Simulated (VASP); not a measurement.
# V (Im-3m) in VASP: further runs

V is run at these levels: PBEsol; tasks: single point.

Everything below comes from runs of VASP 6.6.1. Logs are shortened: lines on timing, memory, paths and dates and some standing lists are left out, and cuts for length are marked.

**1. The cell of the first run**

It takes space group Im-3m (No. 229, cubic). The conventional cell has a = 2.867 Å, b = 2.867 Å, c = 2.867 Å, α = 90.00°, β = 90.00°, γ = 90.00°. Within 3.3 Å of V (site symmetry m-3m) lie 14 V at 2.48 to 2.87 Å.

**2. Single point, PBEsol (volume scaled by 0.91)**

INCAR reads:

```
PREC = Accurate
ENCUT = 520
EDIFF = 1E-6
ISMEAR = 0
SIGMA = 0.1
LREAL = False
LASPH = True
NELM = 60
ALGO = Normal
ISIF = 2
LWAVE = False
LCHARG = True
GGA = PS
LELF = True
LVHAR = True
NBANDS = 12
```

KPOINTS reads:

```
regular mesh
0
Gamma
  20 20 20
```

POSCAR reads:

```
V
1.0
   -1.4336395305      1.4336395305      1.4336395305
    1.4336395305     -1.4336395305      1.4336395305
    1.4336395305      1.4336395305     -1.4336395305
V
1
Direct
    0.0000000000      0.0000000000      0.0000000000
```

Potentials or basis: VASP PAW PBE potentials, release 64 (V_sv).

The run is started by

```bash
$ cat potpaw_PBE.64/V_sv/POTCAR > POTCAR
$ mpirun -np 1 vasp_std > vasp.out
```

OUTCAR:

```text
PREC = Accurate
   ENCUT = 520
   EDIFF = 1E-6
   ISMEAR = 0
   LREAL = False
   LASPH = True
   NELM = 60
   ISIF = 2
   GGA = PS

 ion  position               nearest neighbor table
   1  0.000  0.000  0.000-

  LATTYP: Found a body centered cubic cell.
 ALAT       =     2.8672790610

  Lattice vectors:

 A1 = (  -1.4336395305,   1.4336395305,   1.4336395305)
 A2 = (   1.4336395305,  -1.4336395305,   1.4336395305)
 A3 = (   1.4336395305,   1.4336395305,  -1.4336395305)

Analysis of symmetry for initial positions (statically):
=====================================================================
 Subroutine PRICEL returns:
 Original cell was already a primitive cell.

 Routine SETGRP: Setting up the symmetry group for a
 body centered cubic supercell.

 Subroutine GETGRP returns: Found 48 space group operations
 (whereof 48 operations were pure point group operations)
 out of a pool of 48 trial point group operations.

The static configuration has the point symmetry O_h .

Analysis of symmetry for dynamics (positions and initial velocities):
=====================================================================
 Subroutine PRICEL returns:
 Original cell was already a primitive cell.

 Routine SETGRP: Setting up the symmetry group for a
 body centered cubic supercell.

 Subroutine GETGRP returns: Found 48 space group operations
 (whereof 48 operations were pure point group operations)
 out of a pool of 48 trial point group operations.

The dynamic configuration has the point symmetry O_h .

 Subroutine INISYM returns: Found 48 space group operations
 (whereof 48 operations are pure point group operations),
 and found     1 'primitive' translations

----------------------------------------------------------------------------------------

                                     Primitive cell

  volume of cell :      11.7864

  direct lattice vectors                    reciprocal lattice vectors
    -1.433639531  1.433639531  1.433639531     0.000000000  0.348762705  0.348762705
     1.433639531 -1.433639531  1.433639531     0.348762705  0.000000000  0.348762705
     1.433639531  1.433639531 -1.433639531     0.348762705  0.348762705  0.000000000

  length of vectors
     2.483136507  2.483136507  2.483136507     0.493224947  0.493224947  0.493224947

  position of ions in fractional coordinates (direct lattice)
     0.000000000  0.000000000  0.000000000

  ion indices of the primitive-cell ions
   primitive index   ion index
                 1           1

----------------------------------------------------------------------------------------

 KPOINTS: regular mesh

Automatic generation of k-mesh.
 Grid dimensions read from file:
 generate k-points for:   20   20   20

 Generating k-lattice:

  Cartesian coordinates                     Fractional coordinates (reciprocal lattice)
     0.000000000  0.017438135  0.017438135     0.050000000  0.000000000  0.000000000
     0.017438135  0.000000000  0.017438135     0.000000000  0.050000000  0.000000000
     0.017438135  0.017438135  0.000000000     0.000000000  0.000000000  0.050000000

  Length of vectors
     0.024661247  0.024661247  0.024661247

  Shift w.r.t. Gamma in fractional coordinates (k-lattice)
     0.000000000  0.000000000  0.000000000

 Subroutine IBZKPT returns following result:
 ===========================================

 Found    256 irreducible k-points:

 Following reciprocal coordinates:
            Coordinates               Weight
  0.000000  0.000000  0.000000      1.000000
  0.050000  0.000000  0.000000     12.000000
  0.100000  0.000000  0.000000     12.000000
  0.150000  0.000000  0.000000     12.000000
  0.200000  0.000000  0.000000     12.000000
  0.250000  0.000000  0.000000     12.000000
[... 16 lines left out ...]
  0.200000  0.100000  0.000000     48.000000
  0.250000  0.100000 -0.000000     48.000000
 [... further k-points ...]
   k-points           NKPTS =    256   k-points in BZ     NKDIM =    256   number of bands    NBANDS=     12
   number of dos      NEDOS =    301   number of ions     NIONS =      1
   total plane-waves  NPLWV =   5832
   dimension x,y,z NGX =    18 NGY =   18 NGZ =   18
   dimension x,y,z NGXF=    36 NGYF=   36 NGZF=   36
   ions per type =               1
   NGX,Y,Z   is equivalent  to a cutoff of  12.05, 12.05, 12.05 a.u.
   NGXF,Y,Z  is equivalent  to a cutoff of  24.10, 24.10, 24.10 a.u.
 SYSTEM =  unknown system
   PREC   = accura    normal or accurate (medium, high low for compatibility)
   ISTART =      0    job   : 0-new  1-cont  2-samecut
   ICHARG =      2    charge: 1-file 2-atom 10-const
   ISPIN  =      1    spin polarized calculation?
   LNONCOLLINEAR =      F non collinear calculations
   LSORBIT =      F    spin-orbit coupling
   LASPH  =      T    aspherical Exc in radial PAW
   ENCUT  =  520.0 eV  38.22 Ry    6.18 a.u.   4.62  4.62  4.62*2*pi/ulx,y,z
   NELM   =     60;   NELMIN=  2; NELMDL= -5     # of ELM steps
   EDIFF  = 0.1E-05   stopping-criterion for ELM
   LREAL  =      F    real-space projection
   EDIFFG = 0.1E-04   stopping-criterion for IOM
   NSW    =      0    number of steps for IOM
   IBRION =     -1    ionic relax: 0-MD 1-quasi-New 2-CG
   NFREE  =      0    steps in history (QN), initial steepest desc. (CG)
   ISIF   =      2    stress and relaxation
   ISYM   =      2    0-nonsym 1-usesym 2-fastsym
   POTIM  = 0.5000    time-step for ionic-motion
   TEBEG  =    0.0;   TEEND  =   0.0 temperature during run
   PSTRESS=    0.0 pullay stress
   NELECT =      13.0000    total number of electrons
   NUPDOWN=      -1.0000    fix difference up-down
   EMIN   =  10.00;   EMAX   =-10.00  energy-range for DOS
   EFERMI =   0.00;   METHOD = LEGACY
   ISMEAR =     0;   SIGMA  =   0.10  broadening in eV -4-tet -1-fermi 0-gaus
   EFERMI_NEDOS =   21; number of points for ismear=-14 and -15
   IALGO  =     38    algorithm
   IMIX   =      4    mixing-type and parameters
     AMIX     =   0.40;   BMIX     =  1.00
     AMIX_MAG =   1.60;   BMIX_MAG =  1.00
  volume/ion in A,a.u.               =      11.79        79.54
  Fermi-wavevector in a.u.,A,eV,Ry     =   1.691464  3.196403 38.926935  2.861049
  Thomas-Fermi vector in A             =   2.773226
   LORBIT       =      0    0 simple, 1 ext, 2 COOP (PROOUT), +10 PAW based schemes
   GGA     = PS    functional components
   LHFCALC =     F    Hartree Fock is set to
   AEXX    =    0.0000 exact exchange contribution
   IVDW    =     0    specifies the selected vdW correction
   LEPSILON=     F    determine dielectric tensor
   LRPA    =     F    only Hartree local field effects (RPA)
 non-spin polarized calculation
 Gauss-broadening in eV      SIGMA  =   0.10
  energy-cutoff  :      520.00
  volume of cell :       11.79
 maximum number of plane-waves:       329
   NGX =  9   NGY =  9   NGZ =  9

 number of electron      12.9999987 magnetization

 Free energy of the ion-electron system (eV)
  ---------------------------------------------------
  ext. energy  EPLUGINS =         0.00000000
  ---------------------------------------------------
  free energy    TOTEN  =        -9.56162684 eV

  energy without entropy =       -9.55405125  energy(sigma->0) =       -9.55783905

 E-fermi :  11.3236     XC(G=0): -13.8092

 val. band max:       11.3161018032   @ k =  -0.1500   0.2000   0.0500
 cond. band min:      11.3365080741   @ k =   0.1000   0.0500   0.0500
 fundamental gap:      0.0204062709
 Fermi energy:        11.3236118956

 k-point     1 :       0.0000    0.0000    0.0000
  band No.  band energies     occupation
      1     -52.0278      2.00000
      2     -25.1560      2.00000
      3     -25.1560      2.00000
      4     -25.1560      2.00000
      5       4.4791      2.00000
      6      11.7445      0.00000
      7      11.7445      0.00000
      8      11.7445      0.00000
      9      14.1139      0.00000
     10      14.1139      0.00000
     11      32.8486      0.00000
     12      32.8486      0.00000

 k-point     2 :       0.0500    0.0000    0.0000
  band No.  band energies     occupation
      1     -52.0197      2.00000
      2     -25.1917      2.00000
      3     -25.1665      2.00000
      4     -25.1564      2.00000
      5       4.5946      2.00000
      6      11.6912      0.00000
      7      11.7339      0.00000
      8      11.8315      0.00000
      9      14.0491      0.00000
     10      14.1170      0.00000
     11      32.7372      0.00000
     12      32.8563      0.00000

 k-point     3 :       0.1000    0.0000    0.0000
  band No.  band energies     occupation
      1     -51.9962      2.00000
      2     -25.2947      2.00000
      3     -25.1970      2.00000
      4     -25.1574      2.00000
      5       4.9312      2.00000
      6      11.5393      0.00229
      7      11.6878      0.00000
      8      12.0882      0.00000
      9      13.8929      0.00000
     10      14.1281      0.00000
     11      32.3680      0.00000
     12      32.8149      0.00000

 k-point     4 :       0.1500    0.0000    0.0000
  band No.  band energies     occupation
      1     -51.9594      2.00000
      2     -25.4532      2.00000
      3     -25.2442      2.00000
      4     -25.1590      2.00000
      5       5.4582      2.00000
      6      11.3106      1.14653
      7      11.5766      0.00035
      8      12.5014      0.00000
      9      13.7404      0.00000
     10      14.1517      0.00000
     11      31.6676      0.00000
     12      32.5611      0.00000

 k-point     5 :       0.2000    0.0000    0.0000
  band No.  band energies     occupation
      1     -51.9127      2.00000
      2     -25.6498      2.00000
      3     -25.3032      2.00000
      4     -25.1611      2.00000
      5       6.1161      2.00000
      6      11.0349      1.99996
      7      11.4050      0.24962
      8      13.0482      0.00000
      9      13.6807      0.00000
     10      14.1928      0.00000
     11      30.6005      0.00000
     12      31.9783      0.00000

 k-point     6 :       0.2500    0.0000    0.0000
  band No.  band energies     occupation
      1     -51.8606      2.00000
      2     -25.8639      2.00000
      3     -25.3680      2.00000
      4     -25.1635      2.00000
      5       6.8001      2.00000
      6      10.7439      2.00000
      7      11.2755      1.50383
      8      13.6949      0.00000
      9      13.7327      0.00000
     10      14.2537      0.00000
     11      29.2241      0.00000
     12      31.1460      0.00000

 k-point     7 :       0.3000    0.0000    0.0000
  band No.  band energies     occupation
      1     -51.8081      2.00000
      2     -26.0744      2.00000
      3     -25.4322      2.00000
      4     -25.1659      2.00000
      5       7.3496      2.00000
      6      10.4665      2.00000
      7      11.3737      0.47878
      8      13.8580      0.00000
      9      14.3321      0.00000
     10      14.3939      0.00000
     11      27.6715      0.00000
     12      30.2433      0.00000

 k-point     8 :       0.3500    0.0000    0.0000
  band No.  band energies     occupation
      1     -51.7603      2.00000
      2     -26.2612      2.00000
      3     -25.4897      2.00000
      4     -25.1681      2.00000
      5       7.6319      2.00000
      6      10.2268      2.00000
      7      11.8302      0.00000
      8      14.0048      0.00000
      9      14.4189      0.00000
     10      15.0813      0.00000
     11      26.1031      0.00000
     12      29.4174      0.00000
[... 166 lines left out ...]
 k-point    20 :       0.4500    0.0500    0.0000
  band No.  band energies     occupation
      1     -51.6891      2.00000
      2     -26.5138      2.00000
      3     -25.5815      2.00000
      4     -25.1848      2.00000
      5       7.7197      2.00000
      6       9.9129      2.00000
      7      13.1231      0.00000
      8      14.1416      0.00000
      9      14.7503      0.00000
     10      16.3941      0.00000
     11      23.3724      0.00000
     12      28.2218      0.00000

 k-point    21 :       0.1000    0.1000    0.0000
  band No.  band energies     occupation
      1     -51.9387      2.00000
      2     -25.5375      2.00000
      3     -25.2445      2.00000
      4     -25.1901      2.00000
      5       5.7622      2.00000
      6      11.2751      1.50747
      7      11.3633      0.57489
      8      12.8061      0.00000
      9      13.6010      0.00000
     10      14.2384      0.00000
     11      31.3867      0.00000
     12      32.3488      0.00000

 k-point    22 :       0.1500    0.1000    0.0000
  band No.  band energies     occupation
      1     -51.8942      2.00000
      2     -25.7132      2.00000
      3     -25.3023      2.00000
      4     -25.2009      2.00000
      5       6.4033      2.00000
      6      11.0247      1.99998
      7      11.1531      1.98413
      8      13.3814      0.00000
      9      13.5215      0.00000
     10      14.3293      0.00000
     11      30.5106      0.00000
     12      31.5600      0.00000

 k-point    23 :       0.2000    0.1000    0.0000
  band No.  band energies     occupation
      1     -51.8445      2.00000
      2     -25.9021      2.00000
      3     -25.3746      2.00000
      4     -25.2069      2.00000
      5       7.0820      2.00000
      6      10.7326      2.00000
      7      10.9992      2.00000
      8      13.5454      0.00000
      9      14.0659      0.00000
     10      14.4302      0.00000
     11      29.2562      0.00000
     12      30.6720      0.00000

 k-point    24 :       0.2500    0.1000   -0.0000
  band No.  band energies     occupation
      1     -51.7945      2.00000
      2     -26.0869      2.00000
      3     -25.4493      2.00000
      4     -25.2113      2.00000
      5       7.6414      2.00000
      6      10.4625      2.00000
      7      11.0262      1.99997
      8      13.6736      0.00000
      9      14.4886      0.00000
     10      14.8457      0.00000
     11      27.7362      0.00000
     12      29.8338      0.00000

 [... further k-points ...]
[... 5 lines left out ...]
  --------------------------------------------------------------------------------------
  -------------------------------------------------------------------------------------
  Total        1.6543729      1.6543729      1.6543729      0.0000000     -0.0000000      0.0000000
  in kB      224.8868671    224.8868671    224.8868671      0.0000000     -0.0000000      0.0000000
  external PRESSURE =     224.8868671 kB  Pullay stress =       0.0000000 kB

 VOLUME and BASIS-vectors are now :
 -----------------------------------------------------------------------------
  energy-cutoff  :      520.00
  volume of cell :       11.79
      direct lattice vectors                 reciprocal lattice vectors
    -1.433639531  1.433639531  1.433639531     0.000000000  0.348762705  0.348762705
     1.433639531 -1.433639531  1.433639531     0.348762705  0.000000000  0.348762705
     1.433639531  1.433639531 -1.433639531     0.348762705  0.348762705  0.000000000

 POSITION                                       TOTAL-FORCE (eV/Angst)
 -----------------------------------------------------------------------------------
      0.00000      0.00000      0.00000        -0.000000      0.000000      0.000000
 -----------------------------------------------------------------------------------
    total drift:                                0.000000      0.000000      0.000000

  FREE ENERGIE OF THE ION-ELECTRON SYSTEM (eV)
  ---------------------------------------------------
  free  energy   TOTEN  =        -9.5616268386 eV

  energy  without entropy=       -9.5540512534  energy(sigma->0) =       -9.55783905
```

Run time: 10 s. Hardware: 1 thread of Intel Xeon 6975P-C (Granite Rapids), shared host; peak memory 0.14 GiB.

What came out:

| Item | Value |
| --- | --- |
| Free energy | -9.5616 eV |
| Pressure | 22.5 GPa |

Caveat: the cell differs from its parent crystal (volume scaled by 0.91); the PAW data sets were made with another functional, which shifts forces and pressure a little.

**3. Single point, PBEsol (volume scaled by 0.94)**

INCAR reads:

```
SYSTEM = V
ALGO = Fast
EDIFF = 1E-7
ENCUT = 520
GGA = PS
ISIF = 2
ISMEAR = 0
LASPH = .True.
LCHARG = .False.
LREAL = .False.
LWAVE = .False.
NBANDS = 12
NELM = 100
PREC = Accurate
SIGMA = 0.1
```

KPOINTS reads:

```
k-points
0
Gamma
  20 20 20
  0 0 0
```

POSCAR reads:

```
V
1.0
   -1.4492237898      1.4492237898      1.4492237898
    1.4492237898     -1.4492237898      1.4492237898
    1.4492237898      1.4492237898     -1.4492237898
V
1
Direct
    0.0000000000      0.0000000000      0.0000000000
```

Potentials or basis: VASP PAW PBE potentials, release 64 (V_sv).

The run is started by

```bash
$ cat potpaw_PBE.64/V_sv/POTCAR > POTCAR
$ mpirun -np 1 vasp_std > vasp.out
```

Wall time 16 s (1 thread of Intel Xeon 6975P-C (Granite Rapids), shared host); peak memory 0.15 GiB.

It converged, with:

| Property | Result |
| --- | --- |
| Free energy | -9.6058 eV |
| Pressure | 14.0 GPa |

Levels at points of the mesh, in eV from the Fermi level:
```csv
k point,band 2,band 3,band 4,band 5,band 6,band 7,band 8,band 9,band 10,band 11
"(0.00, 0.00, 0.00)",-36.58,-36.58,-36.58,-6.79,0.43,0.43,0.43,2.70,2.70,21.28
"(0.50, 0.00, 0.00)",-37.83,-36.96,-36.59,-3.55,-1.35,2.06,2.74,3.14,4.72,11.51
"(0.50, 0.50, 0.50)",-37.42,-37.42,-37.42,-3.51,-3.51,4.26,4.26,4.26,11.18,11.18
```

Caveat: the cell differs from its parent crystal (volume scaled by 0.94); the PAW data sets were made with another functional, which shifts forces and pressure a little.

**4. Single point, PBEsol (volume scaled by 0.97)**

INCAR reads:

```
ALGO = Normal
EDIFF = 1E-7
ENCUT = 520
GGA = PS
ISIF = 2
ISMEAR = 0
LASPH = T
LCHARG = F
LREAL = F
LWAVE = F
NBANDS = 12
NELM = 60
PREC = Accurate
SIGMA = 0.1
```

KPOINTS reads:

```
k-points
0
Gamma
  20 20 20
```

POSCAR reads:

```
V
1.0
   -1.4644798982      1.4644798982      1.4644798982
    1.4644798982     -1.4644798982      1.4644798982
    1.4644798982      1.4644798982     -1.4644798982
V
1
Direct
    0.0000000000      0.0000000000      0.0000000000
```

The run is started by

```bash
$ cat potpaw_PBE.64/V_sv/POTCAR > POTCAR
$ mpirun -np 1 vasp_std > vasp.out
```

Run time: 12 s. Hardware: 1 thread of Intel Xeon 6975P-C (Granite Rapids), shared host; peak memory 0.15 GiB.

Results (log left out):

```
Free energy : -9.6308 eV
Pressure    : 6.6 GPa
```

Levels at points of the mesh, in eV from the Fermi level:
```tsv
k point	band 2	band 3	band 4	band 5	band 6	band 7	band 8	band 9	band 10	band 11
(0.00, 0.00, 0.00)	-36.67	-36.67	-36.67	-6.73	0.43	0.43	0.43	2.61	2.61	21.04
(0.50, 0.00, 0.00)	-37.80	-37.02	-36.68	-3.43	-1.28	1.92	2.64	3.03	4.53	11.08
(0.50, 0.50, 0.50)	-37.44	-37.44	-37.44	-3.34	-3.34	4.09	4.09	4.09	10.86	10.86
```

Caveat: the cell differs from its parent crystal (volume scaled by 0.97); the PAW data sets were made with another functional, which shifts forces and pressure a little.

**5. Single point, PBEsol**

This run uses another cell than the first one, of 12.95 Å³/atom, 1.099 times its volume.

INCAR reads:

```
SYSTEM = V
PREC = Accurate
ENCUT = 520
EDIFF = 1E-6
ISMEAR = 0
SIGMA = 0.1
LREAL = .FALSE.
LASPH = .TRUE.
NELM = 60
ALGO = Fast
ISIF = 2
LWAVE = .FALSE.
LCHARG = .FALSE.
GGA = PS
NBANDS = 12
```

KPOINTS reads:

```
Automatic mesh
0
G
  20 20 20
  0 0 0
```

POSCAR reads:

```
V
1.0
   -1.4794246028      1.4794246028      1.4794246028
    1.4794246028     -1.4794246028      1.4794246028
    1.4794246028      1.4794246028     -1.4794246028
V
1
Direct
    0.0000000000      0.0000000000      0.0000000000
```

The run is started by

```bash
$ cat potpaw_PBE.64/V_sv/POTCAR > POTCAR
$ mpirun -np 1 vasp_std > vasp.out
```

Wall time 14 s (1 thread of Intel Xeon 6975P-C (Granite Rapids), shared host); peak memory 0.15 GiB.

Results (log left out):

* Free energy: -9.6391 eV
* Pressure: 0.3 GPa

Levels at points of the mesh, in eV from the Fermi level:
```
           k point  band 5  band 6  band 7  band 8  band 9  band 10
(0.00, 0.00, 0.00)   -6.67    0.42    0.42    0.42    2.53     2.53
(0.50, 0.00, 0.00)   -3.32   -1.21    1.80    2.54    2.92     4.36
(0.50, 0.50, 0.50)   -3.19   -3.19    3.94    3.94    3.94    10.56
```

Caveat: the PAW data sets were made with another functional, which shifts forces and pressure a little.

**6. Summary**

```tsv
cell	gap on the mesh (eV)	pressure (GPa)
a = 2.483 Å, angles 109.5°, 1 atom	none	22.5
a = 2.510 Å, angles 109.5°, 1 atom	none	14.0
a = 2.537 Å, angles 109.5°, 1 atom	none	6.6
a = 2.562 Å, angles 109.5°, 1 atom	none	0.3
```

Alike in all rows: task single point; level PBEsol; potentials or basis VASP PAW PBE potentials, release 64 (V_sv); no spin polarisation; k mesh 20 × 20 × 20; cutoff (eV) 520; smearing gaussian 0.1 eV.

Caveats: the PAW data sets were made with another functional, which shifts forces and pressure a little.

Total energies depend on the potentials used, so only differences within one code and one set of settings carry meaning.
